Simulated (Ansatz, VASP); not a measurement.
**Two plane-wave programs on Al**

The input INCAR:

```
PREC = Accurate
ENCUT = 600
EDIFF = 1E-6
ISMEAR = 0
SIGMA = 0.1
LREAL = False
LASPH = True
NELM = 60
ALGO = Normal
ISIF = 3
LWAVE = False
LCHARG = False
GGA = PE
IBRION = 2
NSW = 80
EDIFFG = -0.015
```

Contents of KPOINTS:

```
Automatic mesh
0
Gamma
  8 8 8
```

POSCAR

```
Al
1.0
   -3.2341004139      3.2341004139      3.2341004139
    3.2341004139     -3.2341004139      3.2341004139
    3.2341004139      3.2341004139     -3.2341004139
Al
8
Direct
    0.0000000000      0.0000000000      0.0000000000
    0.5000000000      0.5000000000      0.0000000000
    0.5000000000      0.0000000000      0.5000000000
    0.0000000000      0.5000000000      0.5000000000
    0.5000000000      0.5000000000      0.5000000000
    0.0000000000      0.0000000000      0.5000000000
    0.0000000000      0.5000000000      0.0000000000
    0.5000000000      0.0000000000      0.0000000000
```

Input for Ansatz:

```yaml
crystal:
  lattice:
    - [-3.2341004139, 3.2341004139, 3.2341004139]
    - [3.2341004139, -3.2341004139, 3.2341004139]
    - [3.2341004139, 3.2341004139, -3.2341004139]
  atoms:
    - { symbol: Al, position: [0.0, 0.0, 0.0] }
    - { symbol: Al, position: [0.5, 0.5, 0.0] }
    - { symbol: Al, position: [0.5, 0.0, 0.5] }
    - { symbol: Al, position: [0.0, 0.5, 0.5] }
    - { symbol: Al, position: [0.5, 0.5, 0.5] }
    - { symbol: Al, position: [0.0, 0.0, 0.5] }
    - { symbol: Al, position: [0.0, 0.5, 0.0] }
    - { symbol: Al, position: [0.5, 0.0, 0.0] }
basis:
  ecutwfc: 420
kpoints:
  mp_grid: { grid: [8, 8, 8] }
hamiltonian:
  xc: pbe
scf:
  occupations: { method: gaussian, width: 0.1 }
output:
  forces: true
  stress: true
  eigenvalues: true
  write_density: true
  write_potential: true
  elf: true
  volumetric_format: npy
relax:
  adjacent_minimum: "off"
  f_tol: 0.015
  max_steps: 60
  cell: { stress_tol: 0.15 }
```

Alike in both runs: task relaxation of cell and atoms; functional PBE; k mesh 8 × 8 × 8; occupations gaussian, width 0.1 eV; no spin polarisation.

|  | VASP | Ansatz |
| --- | --- | --- |
| version | VASP 6.6.1 | Ansatz 0.2.0 |
| potentials or method | VASP PAW PBE potentials, release 64 (Al), cutoff 600 eV | scalar-relativistic, plane waves, PAW |
| valence electrons in the cell | 24 | 24 |

```tsv
	VASP	Ansatz	Ansatz less VASP
gap on the k mesh at the Fermi level, each at its own relaxed structure (eV)	none	none	-
relaxed volume (Å³/atom)	16.91	16.91	0.000
relaxed cell length with the largest relative difference (Å)	5.602	5.602	0.0000
```

A gap of «none» marks a metal or a gap that the smearing closes.

Noted on VASP's run: the relaxation stopped at its first step, so nothing moved.
